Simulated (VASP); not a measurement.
**Hf32HO64 (a cell with a defect): single point with PBE**

System: Hf32HO64 (a cell with a defect).

```xyz
97
Lattice="7.2095 7.2095 0.0000 -7.2095 7.2095 0.0000 0.0000 0.0000 10.5294" Properties=species:S:1:pos:R:3 pbc="T T T"
Hf   -1.9389    1.9151    2.4881
Hf    1.8742    1.9122    2.8284
Hf    0.0306    0.1158    0.2051
Hf    0.0279    3.7432    0.0889
Hf   -1.5740    1.7136    7.9776
Hf    1.8502    1.5487    7.8692
Hf   -0.1739    0.0116    5.0124
Hf   -0.0946    3.4381    5.2284
Hf   -5.5016    5.3507    2.4649
Hf   -1.6597    5.5123    2.8105
Hf   -3.5099    3.7136   -0.0549
Hf   -3.6702    7.2941    0.0604
Hf   -5.3904    5.3305    7.9825
Hf   -1.7304    5.1719    7.7927
Hf   -3.7599    3.6079    5.0110
Hf   -3.6311    7.1033    5.2245
Hf    1.6591    5.7256    2.5469
Hf    5.1641    5.4311    2.7401
Hf    3.7178    3.6645    0.1264
Hf    3.7570    7.2196   -0.0947
Hf    1.9171    5.2897    8.0551
Hf    5.4714    5.4764    7.7576
Hf    3.6293    3.4402    5.4946
Hf    3.4781    7.0944    5.3053
Hf   -1.8062    8.8687    2.5387
Hf    1.4440    8.9851    2.6766
Hf    0.1374    7.2525   -0.1742
Hf    0.1503   10.7722   -0.1108
Hf   -1.8216    8.9104    8.0813
Hf    1.9064    9.0457    7.6841
Hf    0.0266    7.0248    5.5163
Hf   -0.0944   10.8332    5.3334
O    -0.1075    1.8144    3.6531
O     0.1227    5.2325    3.8738
O    -1.8456    3.6134    4.1422
O     1.8362    3.2376    4.5692
O    -1.9160    3.8830    1.5443
O     1.6165    3.7381    1.8932
O    -0.2061    1.9614    1.0531
O    -0.0246    5.5901    1.0947
O     0.1947    1.8860    9.0318
O    -0.0184    5.4450    8.9908
O    -1.7263    3.5565    9.4125
O     1.8560    3.9043    9.7838
O    -1.6659    3.3585    6.7897
O     2.1667    3.4329    7.1814
O     0.1820    1.6194    6.3703
O     0.1608    5.1418    6.4204
O    -3.6507    5.4804    3.5361
O    -3.4475    9.0556    3.7760
O    -5.4178    7.3758    4.3099
O    -1.7048    7.1353    4.3576
O    -5.5780    7.3456    1.6698
O    -2.3047    7.0862    1.6872
O    -4.0912    5.4228    0.8261
O    -3.7889    9.0838    1.1289
O    -3.4972    5.3285    8.8397
O    -3.7016    8.9098    9.0386
O    -5.5194    7.0395    9.4694
O    -1.8137    7.3619    9.6808
O    -5.0428    6.9992    6.8926
O    -1.4411    7.0947    7.0806
O    -3.2123    5.2976    6.1250
O    -3.3251    8.8161    6.3972
O     3.3336    5.5646    3.7191
O     3.3974    9.3672    3.3209
O     1.6768    7.4173    4.2252
O     5.1532    7.3961    4.1316
O     1.9827    7.4454    1.4087
O     5.4481    7.1829    1.5498
O     3.5759    5.4823    1.1001
O     3.9993    9.0624    0.7191
O     3.8415    5.3125    9.0033
O     3.7112    8.7751    8.6573
O     1.9508    7.0042    9.4585
O     5.6476    7.1432    9.3773
O     1.8039    7.0880    6.8764
O     5.2908    7.2848    6.7280
O     3.6141    5.3547    6.4026
O     3.3017    9.0288    5.9842
O    -0.2643    9.5120    3.6783
O    -0.1133   12.9647    3.4650
O    -1.9117   11.3468    4.4997
O     1.6194   11.1229    4.1567
O    -2.0129   10.8327    1.7993
O     1.7026   10.6672    1.4951
O    -0.1858    8.9729    0.9931
O     0.0901   12.5617    0.8734
O     0.1622    8.8835    8.8665
O    -0.0177   12.1968    8.7833
O    -1.7661   10.4403    9.6981
O     1.9540   10.6658    9.3697
O    -1.7144   10.7397    7.0026
O     1.8349   10.9197    6.7419
O     0.1630    8.9924    6.2132
O    -0.0489   12.7639    6.2395
H    -0.0557    7.3571    2.6586
```

```
Program                : VASP 6.6.1
Task                   : single point
Functional             : PBE
Potentials or basis    : VASP PAW PBE potentials, release 64 (Hf_pv, O, H)
Cutoff                 : 520 eV
k mesh                 : 1 × 1 × 1
Occupations            : fermi-dirac, width 0.01 eV
Spin                   : no spin polarisation
Dipole correction      : no
Charge                 : -1
Further INCAR settings : LREAL = Auto; ALGO = Normal; EDIFF = 1e-06; NBANDS = 406; NELECT = 706.0
```

The largest force is 0.091 eV/Å.

Forces on the atoms (eV/Å):
```
Hf  -0.012  0.016 -0.059
Hf   0.000  0.019  0.054
Hf  -0.001 -0.014  0.052
Hf   0.009  0.001 -0.003
Hf  -0.021 -0.006  0.018
Hf   0.027  0.013 -0.003
Hf   0.027 -0.003 -0.068
Hf   0.015  0.011 -0.029
Hf  -0.008 -0.005 -0.055
Hf  -0.040  0.026  0.003
Hf   0.010  0.006  0.010
Hf   0.034  0.012  0.050
Hf   0.003 -0.011  0.028
Hf   0.021  0.008 -0.024
Hf  -0.003  0.000 -0.039
Hf  -0.014  0.005  0.027
Hf  -0.007 -0.023 -0.005
Hf  -0.011 -0.001  0.035
Hf   0.006  0.003  0.010
Hf  -0.025  0.006  0.020
Hf   0.023 -0.004  0.049
Hf   0.001 -0.030 -0.012
Hf  -0.008  0.003  0.033
Hf  -0.004  0.008  0.012
Hf  -0.003  0.031 -0.019
Hf   0.009  0.024 -0.021
Hf  -0.019  0.008 -0.052
Hf  -0.004  0.014 -0.032
Hf  -0.007 -0.018  0.059
Hf   0.007 -0.012 -0.055
Hf   0.004  0.017  0.075
Hf  -0.007 -0.011 -0.041
O    0.001  0.005  0.027
O   -0.021  0.022 -0.057
O    0.003  0.008  0.031
O   -0.015 -0.039  0.019
O    0.006 -0.003  0.022
O   -0.007  0.005  0.039
O   -0.028 -0.006 -0.050
O    0.056  0.003 -0.016
O   -0.012 -0.030 -0.075
O    0.011 -0.011 -0.014
O   -0.010  0.017  0.024
O   -0.001  0.028  0.032
O    0.060  0.004  0.063
O    0.010 -0.004  0.028
O   -0.017 -0.003 -0.027
O   -0.055  0.011 -0.048
O    0.004 -0.015  0.005
O   -0.015 -0.013 -0.049
O    0.007  0.026  0.038
O    0.005 -0.061  0.025
O   -0.035 -0.010 -0.012
O    0.013  0.019  0.048
O   -0.002 -0.004 -0.023
O    0.019 -0.004 -0.039
O   -0.006 -0.050 -0.042
O    0.006 -0.052 -0.045
O    0.001  0.017  0.019
O    0.012  0.057  0.023
O    0.013  0.007  0.058
O    0.025 -0.029  0.003
O   -0.008  0.002 -0.045
O   -0.020  0.014 -0.032
O    0.001  0.064 -0.057
O    0.025  0.014 -0.004
O   -0.018 -0.015  0.004
O    0.007 -0.044  0.051
O   -0.041 -0.019  0.078
O    0.003  0.014  0.005
O    0.032 -0.003 -0.040
O    0.022 -0.003 -0.021
O    0.000  0.016 -0.044
O    0.011 -0.002 -0.052
O   -0.002 -0.034  0.046
O    0.000  0.045  0.027
O   -0.005  0.012 -0.020
O    0.011 -0.017  0.058
O    0.014  0.008 -0.029
O   -0.044 -0.008 -0.022
O    0.018 -0.023 -0.048
O   -0.020  0.026  0.004
O   -0.002 -0.028  0.025
O    0.021 -0.002  0.035
O   -0.044  0.016  0.025
O   -0.057  0.011  0.032
O    0.023 -0.020  0.009
O    0.056  0.009 -0.037
O   -0.006 -0.022 -0.003
O    0.021 -0.009 -0.034
O    0.003 -0.008  0.033
O   -0.005  0.040  0.032
O   -0.006  0.012  0.012
O   -0.004 -0.007  0.056
O    0.031 -0.004 -0.031
O   -0.057 -0.011 -0.043
H    0.012 -0.007  0.003
```

Levels at points of the mesh, in eV from the Fermi level:
```
           k point  band 350  band 351  band 352  band 353  band 354  band 355  band 356  band 357
(0.00, 0.00, 0.00)     -0.86     -0.84     -0.79     -0.25      3.57      3.79      3.81      3.86
```

It took 22 min on 1 thread of Intel Xeon 8259CL, on a shared host, peak memory 1.1 GiB.

Caveat: the k points lie up to 0.62 Å⁻¹ apart; the cell carries a net charge on a neutralising background, which shifts energy and pressure; the cell is charged against a uniform background, so pressure and absolute levels hang on convention; spin-orbit coupling is left out, which moves the levels of the heavy elements.
